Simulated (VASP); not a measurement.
A run of VASP 6.6.1:

The input INCAR:

```
SYSTEM = InGaO
ALGO = Normal
EDIFF = 1E-6
ENCUT = 520
GGA = PE
ISIF = 2
ISMEAR = 0
LASPH = .True.
LCHARG = .True.
LELF = .True.
LREAL = .False.
LVHAR = .True.
LWAVE = .False.
NBANDS = 41
NELM = 60
PREC = Accurate
SIGMA = 0.1
```

KPOINTS

```
k-points
0
Gamma
  6 6 4
  0 0 0
```

File POSCAR:

```
InGaO
1.0
    4.1303400200      0.0000000000      0.0000000000
   -2.0651700100      3.5769793800      0.0000000000
    0.0000000000      0.0000000000      7.3879896600
In Ga O
2 2 2
Direct
    0.0000000000      0.0000000000      0.0000000000
    0.0000000000      0.0000000000      0.5000000000
    0.3333333300      0.6666666700      0.7500000000
    0.6666666700      0.3333333300      0.2500000000
    0.3333333300      0.6666666700      0.2500000000
    0.6666666700      0.3333333300      0.7500000000
```

Potentials or basis: VASP PAW PBE potentials, release 64 (In_d, Ga_d, O).

The run is started by

```bash
$ cat potpaw_PBE.64/In_d/POTCAR potpaw_PBE.64/Ga_d/POTCAR potpaw_PBE.64/O/POTCAR > POTCAR
$ mpirun -np 1 vasp_std > vasp.out
```

Hardware: 1 thread of Intel(R) Xeon(R) Platinum 8488C (Sapphire Rapids), with other jobs on the host.

**Question.** How long does it take, and how much memory?

**Answer.** Wall time 85 s on 1 thread of Intel(R) Xeon(R) Platinum 8488C (Sapphire Rapids) (shared host), peak memory 0.27 GiB. Counts: scf iterations 17, k points 21.
